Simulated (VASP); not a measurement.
Wanted: the native input for a VASP 6.6.1 run.

```
Task                   : single point
Functional             : PBE
Potentials or basis    : VASP PAW PBE potentials, release 64 (Sr_sv, Ti_sv, O)
Cutoff                 : 520 eV
k mesh                 : 8 × 8 × 8
Occupations            : gaussian, width 0.01 eV
Spin                   : no spin polarisation
Dipole correction      : no
Further INCAR settings : ALGO = Normal; EDIFF = 1e-06; NBANDS = 28
```

The structure of SrTiO3 (Tausonite) lies in POSCAR:

```
SrTiO3
1.0
    3.9364041143      0.0000000000      0.0000000000
    0.0000000000      3.9364041143      0.0000000000
    0.0000000000      0.0000000000      3.9364041143
Sr Ti O
1 1 3
Direct
    0.5000000000      0.5000000000      0.5000000000
    0.0000000000      0.0000000000      0.0000000000
    0.5000000000      0.0000000000      0.0000000000
    0.0000000000      0.5000000000      0.0000000000
    0.0000000000      0.0000000000      0.5000000000
```

One way to write it, as run:

INCAR

```
ALGO     = Normal         # electronic algorithm
EDIFF    = 1E-6           # SCF threshold, eV
ENCUT    = 520            # plane-wave cutoff, eV
GGA      = PE             # functional
ISIF     = 2              # what is computed and relaxed
ISMEAR   = 0              # smearing method
LASPH    = True           # aspherical terms in the spheres
LCHARG   = False          # write CHGCAR
LREAL    = False          # projectors in reciprocal space
LWAVE    = False          # write WAVECAR
NBANDS   = 28             # bands
NELM     = 100            # most SCF steps
PREC     = Accurate       # precision mode
SIGMA    = 0.01           # smearing width, eV
```

KPOINTS

```
k-points
0
Gamma
  8 8 8
```

Potentials or basis: VASP PAW PBE potentials, release 64 (Sr_sv, Ti_sv, O).

Command:

```bash
$ cat potpaw_PBE.64/Sr_sv/POTCAR potpaw_PBE.64/Ti_sv/POTCAR potpaw_PBE.64/O/POTCAR > POTCAR
$ mpirun -np 1 vasp_std > vasp.out
```

It gave:

- Pressure: 0.6 GPa
- Band gap on the k mesh: 1.81 eV, indirect (least direct gap 2.18 eV)

Wall time 30 s on 1 thread of Intel(R) Xeon(R) 6975P-C (Granite Rapids), on a shared host, peak memory 0.2 GiB.
